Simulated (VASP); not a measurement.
# Mg2Al (P6_3/mmc) in VASP: notebook

Mg2Al is run at these levels: PBE; tasks: single point, relaxation of cell and atoms.

Program: VASP 6.6.1. These are calculated values, not measurements. Logs are shortened: lines on timing, memory, paths and dates and some standing lists are left out, and cuts for length are marked.

### Step 1. The cell of the first run

Symmetry: P6_3/mmc, No. 194, hexagonal system. The conventional cell has a = 3.081 Å, b = 3.081 Å, c = 14.976 Å, α = 90.00°, β = 90.00°, γ = 120.00°. Within 4.0 Å of Mg (site symmetry 3m) lie 3 Al at 3.00 Å and 9 Mg at 3.08 to 3.19 Å. Within 4.0 Å of Al (site symmetry -6m2) lie 6 Mg at 3.00 Å and 6 Al at 3.08 Å.

### Step 2. Single point, PBE

Contents of INCAR:

```
SYSTEM = Mg2Al
PREC = Accurate
ENCUT = 520
EDIFF = 1E-6
ISMEAR = 0
SIGMA = 0.1
LREAL = .False.
LASPH = .True.
NELM = 60
ALGO = Normal
ISIF = 2
LWAVE = .False.
LCHARG = .False.
GGA = PE
NBANDS = 16
```

Contents of KPOINTS:

```
Automatic mesh
0
Gamma
  6 6 2
  0 0 0
```

Contents of POSCAR:

```
Mg2Al
1.0
    3.0814832628      0.0000000000      0.0000000000
   -1.5407416314      2.6686427869      0.0000000000
    0.0000000000      0.0000000000     14.9763916188
Mg Al
4 2
Direct
    0.3333333333      0.6666666667      0.5884553619
    0.6666666667      0.3333333333      0.0884553619
    0.3333333333      0.6666666667      0.9115446381
    0.6666666667      0.3333333333      0.4115446381
    0.3333333333      0.6666666667      0.2500000000
    0.6666666667      0.3333333333      0.7500000000
```

Potentials or basis: VASP PAW PBE potentials, release 64 (Mg, Al).

Command:

```
$ cat potpaw_PBE.64/Mg/POTCAR potpaw_PBE.64/Al/POTCAR > POTCAR
$ mpirun -np 1 vasp_std > vasp.out
```

OUTCAR:

```text
SYSTEM = Mg2Al
   PREC = Accurate
   ENCUT = 520
   EDIFF = 1E-6
   ISMEAR = 0
   LREAL = .False.
   LASPH = .True.
   NELM = 60
   ISIF = 2
   GGA = PE

 ion  position               nearest neighbor table
   1  0.333  0.667  0.588-   6 3.00   6 3.00   6 3.00   4 3.19   4 3.19   4 3.19
   2  0.667  0.333  0.088-   5 3.00   5 3.00   5 3.00   3 3.19   3 3.19   3 3.19
   3  0.333  0.667  0.912-   6 3.00   6 3.00   6 3.00   2 3.19   2 3.19   2 3.19
   4  0.667  0.333  0.412-   5 3.00   5 3.00   5 3.00   1 3.19   1 3.19   1 3.19
   5  0.333  0.667  0.250-   2 3.00   4 3.00   2 3.00   4 3.00   2 3.00   4 3.00
   6  0.667  0.333  0.750-   1 3.00   3 3.00   1 3.00   3 3.00   1 3.00   3 3.00

  LATTYP: Found a hexagonal cell.
 ALAT       =     3.0814832628
 C/A-ratio  =     4.8601242783

  Lattice vectors:

 A1 = (   3.0814832628,   0.0000000000,   0.0000000000)
 A2 = (  -1.5407416314,   2.6686427869,   0.0000000000)
 A3 = (   0.0000000000,   0.0000000000,  14.9763916188)

Analysis of symmetry for initial positions (statically):
=====================================================================
 Subroutine PRICEL returns:
 Original cell was already a primitive cell.

 Routine SETGRP: Setting up the symmetry group for a
 hexagonal supercell.

 Subroutine GETGRP returns: Found 24 space group operations
 (whereof 12 operations were pure point group operations)
 out of a pool of 24 trial point group operations.

The static configuration has the point symmetry D_3d.
 The point group associated with its full space group is D_6h.

Analysis of symmetry for dynamics (positions and initial velocities):
=====================================================================
 Subroutine PRICEL returns:
 Original cell was already a primitive cell.

 Routine SETGRP: Setting up the symmetry group for a
 hexagonal supercell.

 Subroutine GETGRP returns: Found 24 space group operations
 (whereof 12 operations were pure point group operations)
 out of a pool of 24 trial point group operations.

The dynamic configuration has the point symmetry D_3d.
 The point group associated with its full space group is D_6h.

 Subroutine INISYM returns: Found 24 space group operations
 (whereof 12 operations are pure point group operations),
 and found     1 'primitive' translations

----------------------------------------------------------------------------------------

                                     Primitive cell

  volume of cell :     123.1565

  direct lattice vectors                    reciprocal lattice vectors
     3.081483263  0.000000000  0.000000000     0.324519043  0.187361157  0.000000000
    -1.540741631  2.668642787  0.000000000     0.000000000  0.374722314  0.000000000
     0.000000000  0.000000000 14.976391619     0.000000000  0.000000000  0.066771758

  length of vectors
     3.081483263  3.081483263 14.976391619     0.374722314  0.374722314  0.066771758

  position of ions in fractional coordinates (direct lattice)
     0.333333333  0.666666667  0.588455362
     0.666666667  0.333333333  0.088455362
     0.333333333  0.666666667  0.911544638
     0.666666667  0.333333333  0.411544638
     0.333333333  0.666666667  0.250000000
     0.666666667  0.333333333  0.750000000

  ion indices of the primitive-cell ions
   primitive index   ion index
                 1           1
                 2           2
                 3           3
                 4           4
                 5           5
                 6           6

----------------------------------------------------------------------------------------

 KPOINTS: Automatic mesh

Automatic generation of k-mesh.
 Grid dimensions read from file:
 generate k-points for:    6    6    2

 Generating k-lattice:

  Cartesian coordinates                     Fractional coordinates (reciprocal lattice)
     0.054086507  0.031226859  0.000000000     0.166666667  0.000000000  0.000000000
     0.000000000  0.062453719  0.000000000     0.000000000  0.166666667  0.000000000
     0.000000000  0.000000000  0.033385879     0.000000000  0.000000000  0.500000000

  Length of vectors
     0.062453719  0.062453719  0.033385879

  Shift w.r.t. Gamma in fractional coordinates (k-lattice)
     0.000000000  0.000000000  0.000000000

 Subroutine IBZKPT returns following result:
 ===========================================

 Found     14 irreducible k-points:

 Following reciprocal coordinates:
            Coordinates               Weight
  0.000000  0.000000  0.000000      1.000000
  0.166667  0.000000  0.000000      6.000000
  0.333333  0.000000  0.000000      6.000000
  0.500000  0.000000  0.000000      3.000000
  0.166667  0.166667  0.000000      6.000000
  0.333333  0.166667  0.000000     12.000000
  0.333333  0.333333  0.000000      2.000000
  0.000000  0.000000  0.500000      1.000000
  0.166667  0.000000  0.500000      6.000000
  0.333333  0.000000  0.500000      6.000000
  0.500000  0.000000  0.500000      3.000000
  0.166667  0.166667  0.500000      6.000000
  0.333333  0.166667  0.500000     12.000000
  0.333333  0.333333  0.500000      2.000000
   k-points           NKPTS =     14   k-points in BZ     NKDIM =     14   number of bands    NBANDS=     16
   number of dos      NEDOS =    301   number of ions     NIONS =      6
   total plane-waves  NPLWV =  64512
   dimension x,y,z NGX =    24 NGY =   24 NGZ =  112
   dimension x,y,z NGXF=    48 NGYF=   48 NGZF=  224
   ions per type =               4   2
   NGX,Y,Z   is equivalent  to a cutoff of  12.95, 12.95, 12.43 a.u.
   NGXF,Y,Z  is equivalent  to a cutoff of  25.90, 25.90, 24.87 a.u.
 SYSTEM =  Mg2Al
   PREC   = accura    normal or accurate (medium, high low for compatibility)
   ISTART =      0    job   : 0-new  1-cont  2-samecut
   ICHARG =      2    charge: 1-file 2-atom 10-const
   ISPIN  =      1    spin polarized calculation?
   LNONCOLLINEAR =      F non collinear calculations
   LSORBIT =      F    spin-orbit coupling
   LASPH  =      T    aspherical Exc in radial PAW
   ENCUT  =  520.0 eV  38.22 Ry    6.18 a.u.   5.73  5.73 27.85*2*pi/ulx,y,z
   NELM   =     60;   NELMIN=  2; NELMDL= -5     # of ELM steps
   EDIFF  = 0.1E-05   stopping-criterion for ELM
   LREAL  =      F    real-space projection
   EDIFFG = 0.1E-04   stopping-criterion for IOM
   NSW    =      0    number of steps for IOM
   IBRION =     -1    ionic relax: 0-MD 1-quasi-New 2-CG
   NFREE  =      0    steps in history (QN), initial steepest desc. (CG)
   ISIF   =      2    stress and relaxation
   ISYM   =      2    0-nonsym 1-usesym 2-fastsym
   POTIM  = 0.5000    time-step for ionic-motion
   TEBEG  =    0.0;   TEEND  =   0.0 temperature during run
   PSTRESS=    0.0 pullay stress
   NELECT =      14.0000    total number of electrons
   NUPDOWN=      -1.0000    fix difference up-down
   EMIN   =  10.00;   EMAX   =-10.00  energy-range for DOS
   EFERMI =   0.00;   METHOD = LEGACY
   ISMEAR =     0;   SIGMA  =   0.10  broadening in eV -4-tet -1-fermi 0-gaus
   EFERMI_NEDOS =   21; number of points for ismear=-14 and -15
   IALGO  =     38    algorithm
   IMIX   =      4    mixing-type and parameters
     AMIX     =   0.40;   BMIX     =  1.00
     AMIX_MAG =   1.60;   BMIX_MAG =  1.00
  volume/ion in A,a.u.               =      20.53       138.52
  Fermi-wavevector in a.u.,A,eV,Ry     =   0.793046  1.498640  8.557002  0.628922
  Thomas-Fermi vector in A             =   1.898904
   LORBIT       =      0    0 simple, 1 ext, 2 COOP (PROOUT), +10 PAW based schemes
   GGA     = PE    functional components
   LHFCALC =     F    Hartree Fock is set to
   AEXX    =    0.0000 exact exchange contribution
   IVDW    =     0    specifies the selected vdW correction
   LEPSILON=     F    determine dielectric tensor
   LRPA    =     F    only Hartree local field effects (RPA)
 non-spin polarized calculation
 Gauss-broadening in eV      SIGMA  =   0.10
  energy-cutoff  :      520.00
  volume of cell :      123.16
 maximum number of plane-waves:      3352
 NGX is ok and might be reduce to    24
   NGX = 11   NGY = 11   NGZ = 55

 number of electron      14.0000000 magnetization

 Free energy of the ion-electron system (eV)
  ---------------------------------------------------
  ext. energy  EPLUGINS =         0.00000000
  ---------------------------------------------------
  free energy    TOTEN  =       -13.43350066 eV

  energy without entropy =      -13.41113321  energy(sigma->0) =      -13.42231694

 E-fermi :   4.0040     XC(G=0):  -9.0288

 val. band max:        3.9933814356   @ k =   0.3333   0.0000   0.0000
 cond. band min:       4.0550568722   @ k =   0.3333   0.3333   0.0000
 fundamental gap:      0.0616754366
 Fermi energy:         4.0040398471

 k-point     1 :       0.0000    0.0000    0.0000
  band No.  band energies     occupation
      1      -4.5526      2.00000
      2      -4.3881      2.00000
      3      -2.6567      2.00000
      4      -1.3282      2.00000
      5      -1.1807      2.00000
      6       1.6137      2.00000
[... 8 lines left out ...]
     15      13.8037      0.00000
     16      14.8826      0.00000

 k-point     2 :       0.1667    0.0000    0.0000
  band No.  band energies     occupation
      1      -3.9750      2.00000
      2      -3.8136      2.00000
      3      -2.0754      2.00000
      4      -0.7553      2.00000
      5      -0.6146      2.00000
      6       2.1465      2.00000
[... 8 lines left out ...]
     15      12.0174      0.00000
     16      12.1392      0.00000

 k-point     3 :       0.3333    0.0000    0.0000
  band No.  band energies     occupation
      1      -2.2590      2.00000
      2      -2.1057      2.00000
      3      -0.3572      2.00000
      4       0.9412      2.00000
      5       1.0501      2.00000
      6       3.7352      1.99986
[... 8 lines left out ...]
     15      10.2728      0.00000
     16      10.3342      0.00000
[... 172 lines left out ...]
 k-point    13 :       0.3333    0.1667    0.5000
  band No.  band energies     occupation
      1      -0.5024      2.00000
      2      -0.5024      2.00000
      3       1.6843      2.00000
      4       1.6843      2.00000
      5       2.8001      2.00000
      6       2.8001      2.00000
[... 8 lines left out ...]
     15       7.9688      0.00000
     16       7.9688      0.00000

 k-point    14 :       0.3333    0.3333    0.5000
  band No.  band energies     occupation
      1       1.9563      2.00000
      2       1.9563      2.00000
      3       2.3608      2.00000
      4       2.3608      2.00000
      5       2.5156      2.00000
      6       2.5156      2.00000
[... 8 lines left out ...]
     15       6.8483      0.00000
     16       6.8483      0.00000

------------------------ aborting loop because EDIFF is reached ----------------------------------------

  FORCE on cell =-STRESS in cart. coord.  units (eV):
  Direction    XX          YY          ZZ          XY          YZ          ZX
  --------------------------------------------------------------------------------------
  -------------------------------------------------------------------------------------
  Total       -0.0374308     -0.0374308      0.0986717     -0.0000000      0.0000000      0.0000000
  in kB       -0.4869482     -0.4869482      1.2836470     -0.0000000      0.0000000      0.0000000
  external PRESSURE =       0.1032502 kB  Pullay stress =       0.0000000 kB

 VOLUME and BASIS-vectors are now :
 -----------------------------------------------------------------------------
  energy-cutoff  :      520.00
  volume of cell :      123.16
      direct lattice vectors                 reciprocal lattice vectors
     3.081483263  0.000000000  0.000000000     0.324519043  0.187361157  0.000000000
    -1.540741631  2.668642787  0.000000000     0.000000000  0.374722314  0.000000000
     0.000000000  0.000000000 14.976391619     0.000000000  0.000000000  0.066771758

 POSITION                                       TOTAL-FORCE (eV/Angst)
 -----------------------------------------------------------------------------------
     -0.00000      1.77910      8.81294        -0.000000     -0.000000      0.012195
      1.54074      0.88955      1.32474        -0.000000     -0.000000      0.012195
     -0.00000      1.77910     13.65165         0.000000      0.000000     -0.012195
      1.54074      0.88955      6.16345        -0.000000      0.000000     -0.012195
     -0.00000      1.77910      3.74410        -0.000000      0.000000      0.000000
      1.54074      0.88955     11.23229         0.000000      0.000000      0.000000
 -----------------------------------------------------------------------------------
    total drift:                               -0.000000      0.000000     -0.000000

  FREE ENERGIE OF THE ION-ELECTRON SYSTEM (eV)
  ---------------------------------------------------
  free  energy   TOTEN  =       -13.4335006598 eV

  energy  without entropy=      -13.4111332140  energy(sigma->0) =      -13.42231694
```

Run time: 24 s. Hardware: 1 thread of Intel Xeon Platinum 8259CL at 2.50GHz (Skylake/Cascade Lake), shared host; peak memory 0.24 GiB.

What came out:

| Quantity | Value |
| --- | --- |
| Free energy | -13.4335 eV |
| Pressure | 0.0 GPa |
| Largest force | 0.012 eV/Å |
| Band gap on the k mesh | zero (band 7 reaches 5.45 eV, above the bottom of band 8 at 3.18 eV) |

Forces in eV/Å, atoms in the order of the input:
```
Mg   0.000  0.000  0.012
Mg   0.000  0.000  0.012
Mg   0.000  0.000 -0.012
Mg   0.000  0.000 -0.012
Al   0.000  0.000  0.000
Al   0.000  0.000  0.000
```

Stress tensor (GPa, compression positive):
```
-0.05  0.00  0.00
 0.00 -0.05  0.00
 0.00  0.00  0.13
```

Caveat: the k points lie up to 0.39 Å⁻¹ apart.

### Step 3. Relaxation of cell and atoms, PBE

This run uses another cell than the first one, of 16.39 Å³/atom, 0.798 times its volume.

Contents of INCAR:

```
ALGO     = Fast           # electronic algorithm
EDIFF    = 1E-6           # SCF threshold, eV
EDIFFG   = -0.04          # ionic threshold
ENCUT    = 600            # plane-wave cutoff, eV
GGA      = PE             # functional
IBRION   = 2              # ionic algorithm
ISIF     = 3              # what is computed and relaxed
ISMEAR   = 0              # smearing method
LASPH    = True           # aspherical terms in the spheres
LCHARG   = False          # write CHGCAR
LREAL    = False          # projectors in reciprocal space
LWAVE    = False          # write WAVECAR
NELM     = 100            # most SCF steps
NSW      = 90             # ionic steps
PREC     = Accurate       # precision mode
SIGMA    = 0.1            # smearing width, eV
```

Contents of KPOINTS:

```
k-points
0
Gamma
  6 6 2
```

Contents of POSCAR:

```
Mg2Al
1.0
    3.0790881653      0.0000000000      0.0000000000
   -1.5395440826      2.6665685716      0.0000000000
    0.0000000000      0.0000000000     11.9763903229
Mg Al
4 2
Direct
    0.3333333333      0.6666666667      0.6275000000
    0.6666666667      0.3333333333      0.1275000000
    0.3333333333      0.6666666667      0.8725000000
    0.6666666667      0.3333333333      0.3725000000
    0.3333333333      0.6666666667      0.2500000000
    0.6666666667      0.3333333333      0.7500000000
```

Potentials or basis: VASP PAW PBE potentials, release 64 (Mg, Al).

Command:

```
$ cat potpaw_PBE.64/Mg/POTCAR potpaw_PBE.64/Al/POTCAR > POTCAR
$ mpirun -np 1 vasp_std > vasp.out
```

Run time: 6.8 min. Hardware: 1 thread of Intel Xeon Platinum 8259CL at 2.50GHz (Skylake/Cascade Lake), shared host; peak memory 0.27 GiB.

It converged, with:

```yaml
Free_energy: -13.4330 eV
Relaxed_volume: 20.51 Å³/atom
Relaxed_cell: a = 3.080 Å, b = 3.080 Å, c = 14.977 Å, α = 90.00°, β = 90.00°, γ = 120.00°
Space_group_after_relaxing_to_0.05_Å: P6_3/mmc (No. 194)
Energy_gained_by_relaxing: 1418.1 meV/atom
Ionic_steps: 21
Pressure_after_relaxing: 0.0 GPa
Largest_force_after_relaxing: 0.019 eV/Å
Band_gap_on_the_k_mesh: zero (band 7 reaches 5.46 eV, above the bottom of band 8 at 3.18 eV)
```

Forces on the atoms (eV/Å):
```
Mg   0.000  0.000  0.019
Mg   0.000  0.000  0.019
Mg   0.000  0.000 -0.019
Mg   0.000  0.000 -0.019
Al   0.000  0.000  0.000
Al   0.000  0.000  0.000
```

Stress tensor (GPa, compression positive):
```
0.01 0.00 0.00
0.00 0.01 0.00
0.00 0.00 0.12
```

Step by step:
```
step  energy change (eV)  largest force (eV/Å)  pressure (GPa)  volume (Å³)
   1              0.0000                5.8998           42.97        98.33
   2             -6.6764                0.3570           -5.96       174.91
   3             -7.0844                0.9961           -2.27       150.16
   4             -7.6720                0.8432           -2.51       144.61
   5             -8.3901                0.2623           -0.59       127.02
   6             -8.3932                0.2356           -0.33       126.28
   7             -8.3981                0.1913            0.20       124.79
   8             -8.4135                0.1416           -0.17       125.34
   9             -8.4496                0.0115           -1.06       126.80
  10             -8.4032                0.4012           -2.25       129.65
  11             -8.4616                0.0800           -1.47       127.57
  12             -8.4671                0.0958           -1.46       127.45
  13             -8.4784                0.1455           -1.40       127.06
  14             -8.4736                0.2567           -1.20       126.26
  15             -8.4812                0.1827           -1.33       126.77
  16             -8.4867                0.1690           -1.17       126.29
  17             -8.4993                0.1268           -0.67       124.86
  18             -8.5065                0.0364            0.44       122.02
  19             -8.5071                0.0566            0.19       122.62
  20             -8.5078                0.0471            0.16       122.72
  21             -8.5089                0.0191            0.05       123.05
```

Final structure:
```
CELL_PARAMETERS angstrom
3.08005 0.00000 0.00000
-1.54003 2.66740 0.00000
0.00000 0.00000 14.97716
ATOMIC_POSITIONS crystal
Mg 0.33333 0.66667 0.58837
Mg 0.66667 0.33333 0.08837
Mg 0.33333 0.66667 0.91163
Mg 0.66667 0.33333 0.41163
Al 0.33333 0.66667 0.25000
Al 0.66667 0.33333 0.75000
```

Levels at points of the mesh, in eV from the Fermi level:
```csv
k point,band 3,band 4,band 5,band 6,band 7,band 8,band 9,band 10,band 11
"(0.00, 0.00, 0.00)",-6.67,-5.34,-5.19,-2.39,-1.84,2.09,2.41,7.49,7.78
"(0.50, 0.00, 0.00)",-3.23,-3.13,-1.68,-1.68,-0.34,-0.22,-0.09,0.13,2.19
"(0.00, 0.00, 0.50)",-6.26,-6.26,-3.87,-3.87,-0.06,-0.06,4.84,4.84,9.82
"(0.50, 0.00, 0.50)",-3.20,-3.20,-1.54,-1.54,-0.82,-0.82,1.08,1.08,1.24
```

Caveat: the k points lie up to 0.39 Å⁻¹ apart in the final cell; the volume moved by over 15 % at a fixed basis, so the end points are rough.
